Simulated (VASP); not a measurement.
Wanted: the native input for a VASP 6.6.1 run.

* Task: relaxation of cell and atoms
* Functional: PBE
* Potentials or basis: VASP PAW PBE potentials, release 64 (Au)
* Cutoff: 600 eV
* k mesh: 13 × 13 × 13
* Occupations: fermi-dirac, width 0.05 eV
* Spin: no spin polarisation
* Dipole correction: no
* Further INCAR settings: ALGO = Normal; EDIFF = 1e-07; IBRION = 2; EDIFFG = -0.005; NSW = 45; ISIF = 3

The structure of Au lies in POSCAR:

```
Au
1.0
    0.0000000000      3.0806280692      3.0806280692
    3.0806280692      0.0000000000      3.0806280692
    3.0806280692      3.0806280692      0.0000000000
Au
2
Direct
   -0.1250000000     -0.1250000000     -0.1250000000
    0.1250000000      0.1250000000      0.1250000000
```

This isn't the form of Au at room conditions, which is fcc.

These files were run (other wordings do the same):

INCAR

```
  PREC = Accurate
  ENCUT = 600
  EDIFF = 1E-7
  ISMEAR = -1
  SIGMA = 0.05
  LREAL = F
  LASPH = T
  NELM = 100
  ALGO = Normal
  ISIF = 3
  LWAVE = F
  LCHARG = F
  GGA = PE
  IBRION = 2
  NSW = 45
  EDIFFG = -0.005
```

KPOINTS

```
Automatic mesh
0
Gamma
  13 13 13
```

Potentials or basis: VASP PAW PBE potentials, release 64 (Au).

Run with:

```bash
$ cat potpaw_PBE.64/Au/POTCAR > POTCAR
$ mpirun -np 1 vasp_std > vasp.out
```

It gave:

```
Pressure after relaxing : 0.0 GPa
Band gap on the k mesh  : zero (bands 11 and 12 overlap by 0.55 eV)
```

Caveat: the relaxation stopped at its first step, so nothing moved; spin-orbit coupling is left out, which moves the levels of the heavy elements.

Wall time 68 s on 1 thread of Intel(R) Xeon(R) Platinum 8259CL CPU @ 2.50GHz (Skylake/Cascade Lake), with other jobs on the host, peak memory 0.25 GiB.
